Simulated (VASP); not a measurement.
Runs of VASP 6.6.1 on TiB. The structure is that of space group F-43m (No. 216), or close to it. The cells are those of the table. 

| task | cell | k mesh | cutoff (eV) | smearing | gap on the mesh (eV) | pressure (GPa) |
| --- | --- | --- | --- | --- | --- | --- |
| single point | a = 3.378 Å, angles 60.0°, 2 atoms | 14 × 14 × 14 | 520 | gaussian 0.1 eV | none | 10.1 |
| single point | a = 3.474 Å, angles 60.0°, 2 atoms | 14 × 14 × 14 | 520 | fermi-dirac 0.15 eV | none | 0.0 |
| single point | a = 3.492 Å, angles 60.0°, 2 atoms | 14 × 14 × 14 | 520 | gaussian 0.1 eV | none | -2.0 |
| single point | a = 3.470 Å, angles 60.0°, 2 atoms | 8 × 8 × 8 | 520 | gaussian 0.1 eV | none | 0.1 |
| single point | a = 3.307 Å, angles 60.0°, 2 atoms | 16 × 16 × 16 | 520 | gaussian 0.1 eV | none | (a) |
| single point | a = 3.538 Å, angles 60.0°, 2 atoms | 14 × 14 × 14 | 520 | gaussian 0.1 eV | none | -5.6 |
| single point | a = 2.971 Å, angles 60.0°, 2 atoms | 18 × 18 × 18 | 520 | gaussian 0.1 eV | none | (b) |
| relaxation of cell and atoms | relaxed from a = 3.470 Å, angles 60.0°, 2 atoms | 14 × 14 × 14 | 600 | fermi-dirac 0.15 eV | none | 0.0 |
| relaxation of cell and atoms | relaxed to 2 GPa from a = 3.448 Å, angles 60.0°, 2 atoms | 14 × 14 × 14 | 600 | gaussian 0.1 eV | none | 2.0 |
| relaxation of cell and atoms | relaxed to 20 GPa from a = 3.306 Å, angles 60.0°, 2 atoms | 16 × 16 × 16 | 600 | gaussian 0.1 eV | none | 20.0 |
| single point | a = 3.325 Å, angles 60.0°, 2 atoms | 14 × 14 × 14 | 520 | gaussian 0.1 eV | none | 17.4 |

Alike in all rows: level PBEsol; potentials or basis VASP PAW PBE potentials, release 64 (Ti_sv, B); no spin polarisation.

Question: Fill in the values left out.

Answer: (a) 20.1; (b) 112.2.

Caveats: the PAW data sets were made with another functional, which shifts forces and pressure a little; the cell is relaxed towards a set pressure, so the enthalpy falls and the energy may rise (some runs).

A gap of «none» marks levels without a gap at the run's occupations.
